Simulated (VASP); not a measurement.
# Li (Im-3m) in VASP: notebook, part 2 of 2

VASP 6.6.1. The steps go on from the part before.

### 3 Single point, PBE

File INCAR:

```
SYSTEM = Li
PREC = Accurate ; ENCUT = 520
EDIFF = 1E-6 ; ISMEAR = -1
SIGMA = 0.15 ; LREAL = .False.
LASPH = .True. ; NELM = 100
ALGO = Normal ; ISIF = 2
LWAVE = .False. ; LCHARG = .False.
GGA = PE ; NBANDS = 8
```

File KPOINTS:

```
Automatic mesh
0
Gamma
  24 24 24
  0 0 0
```

File POSCAR:

```
Li
1.0
   -1.7187322429      1.7187322429      1.7187322429
    1.7187322429     -1.7187322429      1.7187322429
    1.7187322429      1.7187322429     -1.7187322429
Li
1
Direct
    0.0000000000      0.0000000000      0.0000000000
```

Potentials or basis: VASP PAW PBE potentials, release 64 (Li_sv).

Launch:

```console
$ cat potpaw_PBE.64/Li_sv/POTCAR > POTCAR
$ mpirun -np 1 vasp_std > vasp.out
```

Run time: 26 s. Hardware: 1 thread of AMD EPYC 9R45 (Zen 5), shared host; peak memory 0.14 GiB.

Results (log left out):

```
Free energy            : -1.9224 eV
Band gap on the k mesh : zero (an odd number of electrons rules out a gap without spin polarisation)
```

Levels at points of the mesh, in eV from the Fermi level:
```csv
k point,band 1,band 2,band 3,band 4,band 5,band 6
"(0.00, 0.00, 0.00)",-46.53,-3.56,14.59,14.59,14.59,19.35
"(0.50, 0.00, 0.00)",-46.51,0.25,3.25,10.35,11.82,13.62
"(0.50, 0.50, 0.50)",-46.50,5.51,5.51,5.51,7.77,7.77
```

Caveat: the cutoff is under 1.25 times the usual one of these potentials, so pressure, stress and relaxed cells hold a basis-set (Pulay) error.

### 4 Relaxation of cell and atoms, PBE

File INCAR:

```
  PREC = Accurate
  ENCUT = 600
  EDIFF = 1E-6
  ISMEAR = -1
  SIGMA = 0.15
  LREAL = False
  LASPH = True
  NELM = 100
  ALGO = Fast
  ISIF = 3
  LWAVE = False
  LCHARG = False
  GGA = PE
  IBRION = 2
  NSW = 80
  EDIFFG = -0.001
```

File KPOINTS:

```
Automatic mesh
0
Gamma
  24 24 24
```

File POSCAR:

```
Li
1.0
   -1.7176386273      1.7176386273      1.7176386273
    1.7176386273     -1.7176386273      1.7176386273
    1.7176386273      1.7176386273     -1.7176386273
Li
1
Direct
    0.0000000000      0.0000000000      0.0000000000
```

Potentials or basis: VASP PAW PBE potentials, release 64 (Li_sv).

Launch:

```console
$ cat potpaw_PBE.64/Li_sv/POTCAR > POTCAR
$ mpirun -np 1 vasp_std > vasp.out
```

OUTCAR:

```text
PREC = Accurate
   ENCUT = 600
   EDIFF = 1E-6
   ISMEAR = -1
   LREAL = False
   LASPH = True
   NELM = 100
   ISIF = 3
   GGA = PE
   IBRION = 2
   NSW = 80
   EDIFFG = -0.001

 ion  position               nearest neighbor table
   1  0.000  0.000  0.000-

  LATTYP: Found a body centered cubic cell.
 ALAT       =     3.4352772546

  Lattice vectors:

 A1 = (  -1.7176386273,   1.7176386273,   1.7176386273)
 A2 = (   1.7176386273,  -1.7176386273,   1.7176386273)
 A3 = (   1.7176386273,   1.7176386273,  -1.7176386273)

Analysis of symmetry for initial positions (statically):
=====================================================================
 Subroutine PRICEL returns:
 Original cell was already a primitive cell.

 Routine SETGRP: Setting up the symmetry group for a
 body centered cubic supercell.

 Subroutine GETGRP returns: Found 48 space group operations
 (whereof 48 operations were pure point group operations)
 out of a pool of 48 trial point group operations.
[... 168 lines left out ...]
  --------------------------------------------------------------------------------------
  -------------------------------------------------------------------------------------
  Total       -0.0107078     -0.0107078     -0.0107078      0.0000000      0.0000000     -0.0000000
  in kB       -0.8463640     -0.8463640     -0.8463640      0.0000000      0.0000000     -0.0000000
  external PRESSURE =      -0.8463640 kB  Pullay stress =       0.0000000 kB
[... 57 lines left out ...]
--------------------------------------- Ionic step        3  -------------------------------------------

 number of electron       3.0000002 magnetization

 Free energy of the ion-electron system (eV)
  ---------------------------------------------------
  ext. energy  EPLUGINS =         0.00000000
  ---------------------------------------------------
  free energy    TOTEN  =        -1.92217171 eV

  energy without entropy =       -1.88679945  energy(sigma->0) =       -1.90448558

 E-fermi :   0.6418     XC(G=0):  -7.0595

 val. band max:        0.6289114444   @ k =   0.2917   0.2083  -0.0000
 cond. band min:       0.6439086000   @ k =  -0.3750   0.4583   0.0833
 fundamental gap:      0.0149971557
 Fermi energy:         0.6417624275

 k-point     1 :       0.0000    0.0000    0.0000
  band No.  band energies     occupation
      1     -45.8739      2.00000
      2      -2.9270      2.00000
      3      15.3122      0.00000
      4      15.3122      0.00000
      5      15.3123      0.00000
[... 177 lines left out ...]
 k-point    24 :       0.4583    0.0417    0.0000
  band No.  band energies     occupation
      1     -45.8541      2.00000
      2       0.8642      0.37001
      3       3.9997      0.00000
      4      10.9187      0.00000
      5      12.1468      0.00000

 [... further k-points ...]

------------------------ aborting loop because EDIFF is reached ----------------------------------------

  FORCE on cell =-STRESS in cart. coord.  units (eV):
  Direction    XX          YY          ZZ          XY          YZ          ZX
  --------------------------------------------------------------------------------------
  -------------------------------------------------------------------------------------
  Total       -0.0000130     -0.0000130     -0.0000130     -0.0000000      0.0000000     -0.0000000
  in kB       -0.0010342     -0.0010342     -0.0010342     -0.0000000      0.0000000     -0.0000000
  external PRESSURE =      -0.0010342 kB  Pullay stress =       0.0000000 kB
[... 16 lines left out ...]
  FREE ENERGIE OF THE ION-ELECTRON SYSTEM (eV)
  ---------------------------------------------------
  free  energy   TOTEN  =        -1.9221717136 eV

  energy  without entropy=       -1.8867994471  energy(sigma->0) =       -1.90448558

 reached required accuracy - stopping structural energy minimisation
```

CONTCAR:

```text
Li
   1.00000000000000
    -1.7140894720982320    1.7140894720982320    1.7140894720982320
     1.7140894720982320   -1.7140894720982320    1.7140894720982320
     1.7140894720982320    1.7140894720982320   -1.7140894720982320
  Li
     1
Direct
     0.0000000000000000    0.0000000000000000    0.0000000000000000

  0.00000000E+00  0.00000000E+00  0.00000000E+00
```

Run time: 41 s. Hardware: 1 thread of AMD EPYC 9R45 (Zen 5), shared host; peak memory 0.14 GiB.

Results:

```
Free energy                           : -1.9222 eV
Relaxed volume                        : 20.14 Å³/atom
Relaxed cell                          : a = 2.969 Å, b = 2.969 Å, c = 2.969 Å, α = 109.47°, β = 109.47°, γ = 109.47°
Space group after relaxing (to 0.1 Å) : Im-3m (No. 229)
Energy gained by relaxing             : 0.0 meV/atom
Ionic steps                           : 3
Pressure after relaxing               : 0.0 GPa
Band gap on the k mesh                : zero (an odd number of electrons rules out a gap without spin polarisation)
```

Final structure:
```cif
data_structure
_symmetry_space_group_name_H-M 'P 1'
_symmetry_Int_Tables_number 1
_cell_length_a 2.9689
_cell_length_b 2.9689
_cell_length_c 2.9689
_cell_angle_alpha 109.471
_cell_angle_beta 109.471
_cell_angle_gamma 109.471
_cell_volume 20.14
loop_
_atom_site_label
_atom_site_type_symbol
_atom_site_fract_x
_atom_site_fract_y
_atom_site_fract_z
_atom_site_occupancy
Li1 Li 0.00000 0.00000 0.00000 1
```

Caveat: the cutoff is under 1.25 times the usual one of these potentials, so pressure, stress and relaxed cells hold a basis-set (Pulay) error.

### 5 Overview

| task | cell | k mesh | cutoff (eV) | smearing | gap on the mesh (eV) |
| --- | --- | --- | --- | --- | --- |
| single point | a = 2.975 Å, angles 109.5°, 1 atom | 22 × 22 × 22 | 520 | gaussian 0.1 eV | none |
| single point | a = 2.977 Å, angles 109.5°, 1 atom | 24 × 24 × 24 | 520 | fermi-dirac 0.15 eV | none |
| relaxation of cell and atoms | relaxed from a = 2.975 Å, angles 109.5°, 1 atom | 24 × 24 × 24 | 600 | fermi-dirac 0.15 eV | none |

Alike in all rows: level PBE; potentials or basis VASP PAW PBE potentials, release 64 (Li_sv); no spin polarisation.

Caveats: the cutoff is under 1.25 times the usual one of these potentials, so pressure, stress and relaxed cells hold a basis-set (Pulay) error.

Absolute energies hang on the potentials; compare differences alone.
